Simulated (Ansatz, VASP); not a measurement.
**Two plane-wave programs on WCl**

```
W Cl
1.0
     3.99887    0.00000    0.00000
    -1.99944    3.46313    0.00000
     0.00000    0.00000    5.35234
W Cl
2 2
Direct
  0.33333 0.66667 0.25000
  0.66667 0.33333 0.75000
  0.00000 0.00000 0.25000
  0.00000 0.00000 0.75000
```

Alike in both runs: functional PBE; k mesh 4 × 4 × 5; occupations gaussian, width 0.2 eV; no spin polarisation.

Ansatz relaxed the structure, and its values are those at the end. VASP's run is a single point on that final structure, the one shown.

|  | VASP | Ansatz |
| --- | --- | --- |
| version | VASP 6.6.1 | Ansatz 0.2.0 |
| potentials or method | VASP PAW PBE potentials, release 64 (W_sv, Cl), cutoff 500 eV | scalar-relativistic, plane waves, PAW |
| valence electrons in the cell | 42 | 42 |

Ansatz gave:

* gap on the k mesh at the Fermi level (eV): none
* pressure (GPa): 0.0

Q: Which values does VASP return?

A: gap on the k mesh at the Fermi level (eV): none; pressure (GPa): 0.4.

A gap of «none» marks a metal or a gap that the smearing closes. The functional is the same, so the differences come from potentials, cutoffs and numerics.

The k mesh is coarse, so the values compare programs but aren't converged. Neither program's run includes spin-orbit coupling.
